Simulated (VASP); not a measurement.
Input of a VASP 6.6.1 run:

INCAR

```
PREC = Accurate
ENCUT = 520
EDIFF = 1E-6
ISMEAR = -1
SIGMA = 0.086
LREAL = Auto
LASPH = T
NELM = 100
ALGO = Normal
ISIF = 2
LWAVE = F
LCHARG = F
GGA = PE
NBANDS = 46
```

KPOINTS

```
regular mesh
0
Gamma
  3 3 2
```

Contents of POSCAR:

```
Si
1.0
    7.6642590827      0.0000000000      0.0000000000
   -3.8321295414      6.6374430668      0.0000000000
    0.0000000000      0.0000000000      6.3412168871
Si
16
Direct
    0.1558978615      0.3265864548      0.0184455132
    0.3227627857      0.1710737084      0.5017078041
    0.1557597844      0.3185329017      0.3768459655
    0.3425272477      0.1677760530      0.8761988588
    0.1574510447      0.8393901001     -0.0022924622
    0.3482424044      0.6973391641      0.5035689611
    0.1625501238      0.8237673672      0.3712516134
    0.3269109055      0.6509148111      0.8702354924
    0.6812905282      0.3347992559     -0.0136853859
    0.8175457880      0.1667479463      0.5117238627
    0.6730446154      0.3277710977      0.3663363107
    0.8509656123      0.1661240615      0.8798057375
    0.6523739429      0.8227772269      0.0022544569
    0.8419577398      0.6643142481      0.5007832182
    0.6582053035      0.8245342288      0.3694445470
    0.8525144345      0.6975514446      0.8673756312
```

Potentials or basis: VASP PAW PBE potentials, release 64 (Si).

The run is started by

```sh
$ cat potpaw_PBE.64/Si/POTCAR > POTCAR
$ mpirun -np 1 vasp_std > vasp.out
```

Q: Estimate the largest force.

A: 2.608 eV/Å.

Q: Predict the pressure.

A: 2.1 GPa.

Forces in eV/Å, atoms in the order of the input:
```
Si   2.043  0.360 -0.828
Si   1.687 -0.814 -0.134
Si  -1.321  1.699  0.957
Si  -0.580  0.564  0.108
Si   2.455  0.072  0.480
Si   0.010 -2.605  0.114
Si  -0.532  1.549 -0.278
Si  -1.082  0.701  0.369
Si  -0.095  0.883  0.268
Si   1.780 -0.958 -0.362
Si  -1.827  0.583 -0.063
Si  -1.777 -1.142 -0.357
Si   0.276  0.732 -0.322
Si  -1.012 -0.295 -0.355
Si   1.341  0.865  0.422
Si  -1.365 -2.193 -0.018
```

Caveat: the k points lie up to 0.50 Å⁻¹ apart; forces of over 1 eV/Å act on the atoms, so gaps and moduli don't describe the material at rest.
